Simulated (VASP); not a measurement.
# NaLaMnMoO6 (P1) in VASP: notebook

NaLaMnMoO6 is run at these levels: PBE; tasks: atomic charges, electron localisation function.

Program: VASP 6.6.1. These are calculated values, not measurements. Logs are shortened: lines on timing, memory, paths and dates and some standing lists are left out, and cuts for length are marked.

## (1) The cell of the first run

The typed cell holds 10 atoms: a = 5.109 Å, b = 5.694 Å, c = 5.920 Å, α = 117.98°, β = 98.89°, γ = 92.48°.

## (2) Atomic charges, PBE, collinear spin, ferromagnetic start

INCAR

```
PREC = Accurate
ENCUT = 520
EDIFF = 1E-6
ISMEAR = -1
SIGMA = 0.05
LREAL = F
LASPH = T
NELM = 100
ALGO = Normal
ISIF = 2
LWAVE = F
LCHARG = T
ISPIN = 2
MAGMOM = 0 0 4 1 0 0 0 0 0 0
LORBIT = 11
LMAXMIX = 6
GGA = PE
LVHAR = T
KPAR = 4
```

KPOINTS

```
regular mesh
0
Gamma
  6 6 5
```

POSCAR

```
NaLaMnMoO6
1.0
    5.1093400000     -0.0066900000      0.0105600000
   -0.2394500000      5.6892500000      0.0070300000
   -0.9289900000     -2.8254200000      5.1188400000
Na La Mn Mo O
1 1 1 1 6
Direct
    0.4077600000      0.3808600000      0.0751900000
    0.0369000000      0.6632500000      0.6859800000
    0.4427100000      0.0426800000      0.4063800000
    0.9025100000      0.9638700000      0.3044200000
    0.7362700000      0.6956900000      0.9941700000
    0.7228800000      0.9184600000      0.5529900000
    0.7011200000      0.2736800000      0.3729200000
    0.1922400000      0.7532500000      0.3666000000
    0.1792600000      0.0336500000      0.1167200000
    0.2003400000      0.2746200000      0.6319700000
```

Potentials or basis: VASP PAW PBE potentials, release 64 (Na_pv, La, Mn_pv, Mo_sv, O).

Started as:

```console
$ cat potpaw_PBE.64/Na_pv/POTCAR potpaw_PBE.64/La/POTCAR potpaw_PBE.64/Mn_pv/POTCAR potpaw_PBE.64/Mo_sv/POTCAR potpaw_PBE.64/O/POTCAR > POTCAR
$ mpirun -np 4 vasp_std > vasp.out
```

OUTCAR:

```text
PREC = Accurate
   ENCUT = 520
   EDIFF = 1E-6
   ISMEAR = -1
   LREAL = F
   LASPH = T
   NELM = 100
   ISIF = 2
   ISPIN = 2
   LORBIT = 11
   GGA = PE

 ion  position               nearest neighbor table
   1  0.408  0.381  0.075-
   2  0.037  0.663  0.686-  10 2.30   9 2.39   8 2.41   7 2.48   6 2.49   5 2.51   4 3.43   4 3.44
                             4 3.50
   3  0.443  0.043  0.406-   6 1.89   7 1.92   8 1.94   9 1.99  10 2.01   4 2.52   4 2.70
   4  0.903  0.964  0.304-   5 1.79   6 1.96   7 1.99   8 2.04   9 2.06  10 2.20   3 2.52   3 2.70
                             2 3.43   2 3.44   2 3.50
   5  0.736  0.696  0.994-   4 1.79   2 2.51
   6  0.723  0.918  0.553-   3 1.89   4 1.96   2 2.49
   7  0.701  0.274  0.373-   3 1.92   4 1.99   2 2.48
   8  0.192  0.753  0.367-   3 1.94   4 2.04   2 2.41
   9  0.179  0.034  0.117-   3 1.99   4 2.06   2 2.39
  10  0.200  0.275  0.632-   3 2.01   4 2.20   2 2.30

  LATTYP: Found a triclinic cell.
 ALAT       =    15.8055923790
 B/A-ratio  =     0.3602706547
 C/A-ratio  =     0.6762454355
 COS(alpha) =     0.0076999613
 COS(beta)  =     0.3909238536
 COS(gamma) =     0.9102879199

  Lattice vectors:

 A1 = (  -4.6592500000,  14.2106100000,  -5.1153400000)
 A2 = (  -0.2394500000,   5.6892500000,   0.0070300000)
 A3 = (  -3.0119100000,  -0.0317200000, -10.2552700000)

Analysis of symmetry for initial positions (statically):
=====================================================================
 Subroutine PRICEL returns:
 Original cell was already a primitive cell.

 Routine SETGRP: Setting up the symmetry group for a
 triclinic supercell.

 Subroutine GETGRP returns: Found  1 space group operations
 (whereof  1 operations were pure point group operations)
 out of a pool of  2 trial point group operations.

The static configuration has the point symmetry C_1 .

Analysis of symmetry for dynamics (positions and initial velocities):
=====================================================================
 Subroutine PRICEL returns:
 Original cell was already a primitive cell.

 Routine SETGRP: Setting up the symmetry group for a
 triclinic supercell.

 Subroutine GETGRP returns: Found  1 space group operations
 (whereof  1 operations were pure point group operations)
 out of a pool of  2 trial point group operations.

The dynamic configuration has the point symmetry C_1 .

[... 179 lines left out ...]
 cond. band min:       5.4005872784   @ k =   0.0000   0.0000   0.4000
 fundamental gap:      0.8428344006
 Fermi energy:         4.9819092262

 spin component 1

 k-point     1 :       0.0000    0.0000    0.0000
  band No.  band energies     occupation
      1     -58.0082      1.00000
      2     -45.8833      1.00000
      3     -45.7134      1.00000
      4     -45.4746      1.00000
      5     -32.5745      1.00000
      6     -31.9873      1.00000
[... 1285 lines left out ...]
     50       7.9817      0.00000
     51       8.0356      0.00000

 [... further k-points ...]

 spin component 2

 k-point     1 :       0.0000    0.0000    0.0000
  band No.  band energies     occupation
      1     -58.2223      1.00000
      2     -42.7616      1.00000
      3     -42.5466      1.00000
      4     -41.8600      1.00000
      5     -32.6545      1.00000
      6     -32.2981      1.00000
[... 1285 lines left out ...]
     50       7.9982      0.00000
     51       8.0333      0.00000

 [... further k-points ...]

------------------------ aborting loop because EDIFF is reached ----------------------------------------

  FORCE on cell =-STRESS in cart. coord.  units (eV):
  Direction    XX          YY          ZZ          XY          YZ          ZX
  --------------------------------------------------------------------------------------
  -------------------------------------------------------------------------------------
  Total        0.3116471      0.1713766      0.1702712      0.0040417     -0.0178823      0.0366284
  in kB        3.3521727      1.8433795      1.8314901      0.0434733     -0.1923472      0.3939862
  external PRESSURE =       2.3423474 kB  Pullay stress =       0.0000000 kB

 VOLUME and BASIS-vectors are now :
 -----------------------------------------------------------------------------
  energy-cutoff  :      520.00
  volume of cell :      148.95
      direct lattice vectors                 reciprocal lattice vectors
     5.109340000 -0.006690000  0.010560000     0.195647989  0.008185004  0.040024908
    -0.239450000  5.689250000  0.007030000     0.000029597  0.175651530  0.096958850
    -0.928990000 -2.825420000  5.118840000    -0.000403656 -0.000258118  0.195141031

 POSITION                                       TOTAL-FORCE (eV/Angst)
 -----------------------------------------------------------------------------------
      1.92234      1.95164      0.39187         0.000536      0.001556     -0.000936
     -0.60755      1.83497      3.51647        -0.001471     -0.005874     -0.006924
      1.87421     -0.90834      2.08517        -0.029725      0.011122     -0.002192
      4.09763      4.61755      1.57458         0.054489      0.035151      0.043625
      2.67170      1.14408      5.10166        -0.022000     -0.030101     -0.081663
      2.95979      3.65808      2.84476         0.034932     -0.087310      0.063082
      3.17029      0.49869      1.91825         0.026004      0.091925      0.004939
      0.46129      3.24834      1.88389        -0.015749     -0.074255      0.006202
      0.79941     -0.13954      0.59960        -0.006177      0.019075     -0.060483
      0.37075     -0.22454      3.23900        -0.040840      0.038712      0.034351
 -----------------------------------------------------------------------------------
    total drift:                               -0.001202     -0.001844     -0.002137

  FREE ENERGIE OF THE ION-ELECTRON SYSTEM (eV)
  ---------------------------------------------------
  free  energy   TOTEN  =       -78.1919390976 eV

  energy  without entropy=      -78.1919084247  energy(sigma->0) =      -78.19192376

 total charge

# of ion       s       p       d       f       tot
--------------------------------------------------
    1        0.041   5.979   0.000   0.000   6.020
    2        2.013   5.697   0.604   0.255   8.569
    3        0.313   6.374   4.991   0.000  11.677
    4        2.364   6.323   3.757   0.000  12.444
    5        1.586   3.419   0.000   0.000   5.005
    6        1.574   3.436   0.000   0.000   5.010
    7        1.569   3.446   0.000   0.000   5.015
    8        1.567   3.455   0.000   0.000   5.022
    9        1.566   3.449   0.000   0.000   5.016
   10        1.566   3.440   0.000   0.000   5.006
--------------------------------------------------
tot         14.159  45.017   9.352   0.255  68.783

 magnetization (x)

# of ion       s       p       d       f       tot
--------------------------------------------------
    1        0.000   0.000   0.000   0.000   0.000
    2        0.000   0.001   0.014   0.004   0.018
    3        0.023   0.035   2.975   0.000   3.034
    4       -0.003  -0.002  -0.302   0.000  -0.307
    5        0.001   0.022   0.000   0.000   0.023
    6       -0.000   0.001   0.000   0.000   0.001
    7        0.000  -0.001   0.000   0.000  -0.001
    8        0.000  -0.000   0.000   0.000  -0.000
    9        0.001   0.010   0.000   0.000   0.011
   10        0.004   0.066   0.000   0.000   0.070
--------------------------------------------------
tot          0.027   0.131   2.687   0.004   2.849
```

It took 17 min on 4 MPI ranks of Intel Xeon Platinum 8375C at 2.90GHz (Ice Lake), shared host; peak memory 1.1 GiB.

What came out:

```
Free energy                                           : -78.1919 eV
Pressure                                              : 0.2 GPa
Largest force                                         : 0.113 eV/Å
Band gap on the k mesh                                : 0.84 eV (least direct gap 1.09 eV)
Net moment                                            : 3.00 μB per cell
Site moments                                          : Na +0.00; La +0.02; Mn +3.03; Mo -0.31; O +0.02, +0.00, -0.00, +0.01, +0.07 (each value once) μB
Valence electrons inside the program's atomic spheres : Na 6.02; La 8.57; Mn 11.68; Mo 12.44; O 5.00, 5.01, 5.02 (each value once)
```

Forces on the atoms (eV/Å):
```
Na   0.001  0.002 -0.001
La  -0.001 -0.006 -0.007
Mn  -0.030  0.011 -0.002
Mo   0.054  0.035  0.044
O   -0.022 -0.030 -0.082
O    0.035 -0.087  0.063
O    0.026  0.092  0.005
O   -0.016 -0.074  0.006
O   -0.006  0.019 -0.060
O   -0.041  0.039  0.034
```

Levels at points of the mesh, in eV from the valence-band top:
Spin up:
```tsv
k point	band 40	band 41	band 42	band 43	band 44	band 45
(0.00, 0.00, 0.00)	-1.48	-1.19	-0.59	0.94	1.50	1.93
(0.50, 0.00, 0.00)	-1.37	-1.26	-0.42	1.21	1.27	1.48
(0.00, 0.50, 0.00)	-1.40	-1.21	-0.58	0.96	1.38	1.70
(0.50, 0.50, 0.00)	-1.29	-1.18	-0.44	1.11	1.33	1.44
```
Spin down:
```tsv
k point	band 37	band 38	band 39	band 40	band 41	band 42
(0.00, 0.00, 0.00)	-2.40	-2.01	-0.41	1.02	1.19	1.48
(0.50, 0.00, 0.00)	-2.48	-2.12	0.00	1.12	1.28	1.35
(0.00, 0.50, 0.00)	-2.63	-2.04	-0.47	0.92	1.13	1.48
(0.50, 0.50, 0.00)	-2.42	-2.02	-0.04	1.17	1.24	1.32
```

Caveat: spin-orbit coupling is left out, which moves the levels of the heavy elements; an odd mesh through Γ misses points on the zone boundary, where band edges can lie; a cell with one magnetic atom can't hold antiferromagnetic order, which such compounds often take.

## (3) Electron localisation function, PBE, collinear spin, ferromagnetic start

INCAR

```
  ALGO = Normal
  EDIFF = 1E-6
  ENCUT = 520
  GGA = PE
  ISIF = 2
  ISMEAR = -1
  ISPIN = 2
  LASPH = T
  LCHARG = T
  LELF = T
  LMAXMIX = 6
  LORBIT = 11
  LREAL = F
  LWAVE = F
  MAGMOM = 0 0 4 1 0 0 0 0 0 0
  NELM = 100
  PREC = Accurate
  SIGMA = 0.05
```

KPOINTS

```
k-points
0
Gamma
  6 6 5
```

POSCAR is that of step 2.

Potentials or basis: VASP PAW PBE potentials, release 64 (Na_pv, La, Mn_pv, Mo_sv, O).

Started as:

```console
$ cat potpaw_PBE.64/Na_pv/POTCAR potpaw_PBE.64/La/POTCAR potpaw_PBE.64/Mn_pv/POTCAR potpaw_PBE.64/Mo_sv/POTCAR potpaw_PBE.64/O/POTCAR > POTCAR
$ mpirun -np 4 vasp_std > vasp.out
```

It took 22 min on 4 MPI ranks of Intel Xeon Platinum 8375C at 2.90GHz (Ice Lake), shared host; peak memory 0.57 GiB.

The run converged. Its results:

* Free energy: -78.1919 eV
* Pressure: 0.2 GPa
* Largest force: 0.113 eV/Å
* Band gap on the k mesh: 0.84 eV (least direct gap 1.09 eV)
* Net moment: 3.00 μB per cell
* Site moments: Na +0.00; La +0.02; Mn +3.03; Mo -0.31; O +0.02, +0.00, -0.00, +0.01, +0.07 (each value once) μB
* Valence electrons inside the program's atomic spheres: Na 6.02; La 8.57; Mn 11.68; Mo 12.44; O 5.00, 5.01, 5.02 (each value once)

Forces in eV/Å, atoms in the order of the input:
```
Na   0.000  0.002 -0.001
La  -0.001 -0.006 -0.007
Mn  -0.030  0.011 -0.002
Mo   0.054  0.035  0.044
O   -0.022 -0.030 -0.082
O    0.035 -0.087  0.063
O    0.026  0.092  0.005
O   -0.016 -0.074  0.006
O   -0.006  0.019 -0.061
O   -0.041  0.039  0.034
```

Stress tensor (GPa, compression positive):
```
 0.34  0.00  0.04
 0.00  0.18 -0.02
 0.04 -0.02  0.18
```

Levels at points of the mesh, in eV from the valence-band top:
Spin up:
```tsv
k point	band 39	band 40	band 41	band 42	band 43	band 44	band 45	band 46
(0.00, 0.00, 0.00)	-1.68	-1.48	-1.19	-0.59	0.94	1.50	1.93	1.95
(0.50, 0.00, 0.00)	-1.60	-1.37	-1.26	-0.42	1.21	1.27	1.48	1.58
(0.00, 0.50, 0.00)	-1.71	-1.40	-1.21	-0.58	0.96	1.38	1.70	1.86
(0.50, 0.50, 0.00)	-1.58	-1.29	-1.18	-0.44	1.11	1.33	1.44	1.70
```
Spin down:
```
           k point  band 36  band 37  band 38  band 39  band 40  band 41  band 42  band 43
(0.00, 0.00, 0.00)    -2.83    -2.40    -2.01    -0.41     1.02     1.19     1.48     1.69
(0.50, 0.00, 0.00)    -2.57    -2.48    -2.12     0.00     1.12     1.28     1.35     1.48
(0.00, 0.50, 0.00)    -2.75    -2.63    -2.04    -0.47     0.92     1.13     1.48     1.61
(0.50, 0.50, 0.00)    -2.50    -2.42    -2.02    -0.04     1.17     1.24     1.32     1.45
```

Caveat: spin-orbit coupling is left out, which moves the levels of the heavy elements; an odd mesh through Γ misses points on the zone boundary, where band edges can lie; a cell with one magnetic atom can't hold antiferromagnetic order, which such compounds often take.
